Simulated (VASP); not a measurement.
Write the native input for VASP 6.6.1 that does the following.

| Property | Result |
| --- | --- |
| Task | relaxation of cell and atoms |
| Functional | PBE |
| Potentials or basis | VASP PAW PBE potentials, release 64 (Rb_sv, As, Pd) |
| Cutoff | 600 eV |
| k mesh | 4 × 4 × 4 |
| Occupations | gaussian, width 0.1 eV |
| Spin | no spin polarisation |
| Dipole correction | no |
| Further INCAR settings | ALGO = Normal; EDIFF = 1e-06; IBRION = 2; EDIFFG = -0.04; NSW = 90; ISIF = 3 |

The structure of RbAsPd3 lies in POSCAR:

```
RbAsPd3
1.0
    4.5590564600      0.0000000000      0.0000000000
    0.0000000000      4.5590564600      0.0000000000
    0.0000000000      0.0000000000      4.5590564600
Rb As Pd
1 1 3
Direct
    0.0000000000      0.0000000000      0.0000000000
    0.5000000000      0.5000000000      0.5000000000
    0.0000000000      0.5000000000      0.5000000000
    0.5000000000      0.0000000000      0.5000000000
    0.5000000000      0.5000000000      0.0000000000
```

The cell was built from a structure type or drawn by symmetry, and may not be a known phase.

One way to write it, as run:

INCAR

```
SYSTEM = RbAsPd3
  PREC = Accurate
  ENCUT = 600
  EDIFF = 1E-6
  ISMEAR = 0
  SIGMA = 0.1
  LREAL = .False.
  LASPH = .True.
  NELM = 100
  ALGO = Normal
  ISIF = 3
  LWAVE = .False.
  LCHARG = .False.
  GGA = PE
  IBRION = 2
  NSW = 90
  EDIFFG = -0.04
```

KPOINTS

```
Automatic mesh
0
Gamma
  4 4 4
  0 0 0
```

Potentials or basis: VASP PAW PBE potentials, release 64 (Rb_sv, As, Pd).

Command:

```bash
$ cat potpaw_PBE.64/Rb_sv/POTCAR potpaw_PBE.64/As/POTCAR potpaw_PBE.64/Pd/POTCAR > POTCAR
$ mpirun -np 1 vasp_std > vasp.out
```

Results of the run:

```
Relaxed volume                        : 23.10 Å³/atom
Relaxed cell                          : a = 4.870 Å, b = 4.870 Å, c = 4.870 Å, α = 90.00°, β = 90.00°, γ = 90.00°
Space group after relaxing (to 0.1 Å) : Pm-3m (No. 221)
Energy gained by relaxing             : 224.6 meV/atom
Ionic steps                           : 3
Pressure after relaxing               : 0.0 GPa
Band gap on the k mesh                : zero (bands 22 and 23 overlap by 1.42 eV)
```

Caveat: the volume moved by over 15 % at a fixed basis, so the end points are rough.

It took 40 s on 1 thread of Intel(R) Xeon(R) 6975P-C (Granite Rapids) (shared host), peak memory 0.23 GiB.
